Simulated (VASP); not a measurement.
A run of VASP 6.6.1:

The input INCAR:

```
PREC     = Accurate       # precision mode
ENCUT    = 520            # plane-wave cutoff, eV
EDIFF    = 1E-6           # SCF threshold, eV
ISMEAR   = 0              # smearing method
SIGMA    = 0.1            # smearing width, eV
LREAL    = F              # projectors in reciprocal space
LASPH    = T              # aspherical terms in the spheres
NELM     = 100            # most SCF steps
ALGO     = Normal         # electronic algorithm
ISIF     = 2              # what is computed and relaxed
LWAVE    = F              # write WAVECAR
LCHARG   = F              # write CHGCAR
GGA      = PS             # functional
NBANDS   = 10             # bands
```

KPOINTS

```
regular mesh
0
Gamma
  10 10 10
```

File POSCAR:

```
Cs
1.0
   -2.9559143250      2.9559143250      2.9559143250
    2.9559143250     -2.9559143250      2.9559143250
    2.9559143250      2.9559143250     -2.9559143250
Cs
1
Direct
    0.0000000000      0.0000000000      0.0000000000
```

Potentials or basis: VASP PAW PBE potentials, release 64 (Cs_sv).

Run with:

```console
$ cat potpaw_PBE.64/Cs_sv/POTCAR > POTCAR
$ mpirun -np 1 vasp_std > vasp.out
```

Hardware: 1 thread of Intel(R) Xeon(R) 6975P-C (Granite Rapids), on a shared host.

Question: How long does it take, and how much memory?

Answer: It took 17 s on 1 thread of Intel(R) Xeon(R) 6975P-C (Granite Rapids), with other jobs on the host, peak memory 0.24 GiB. Counts: scf iterations 10, k points 47.
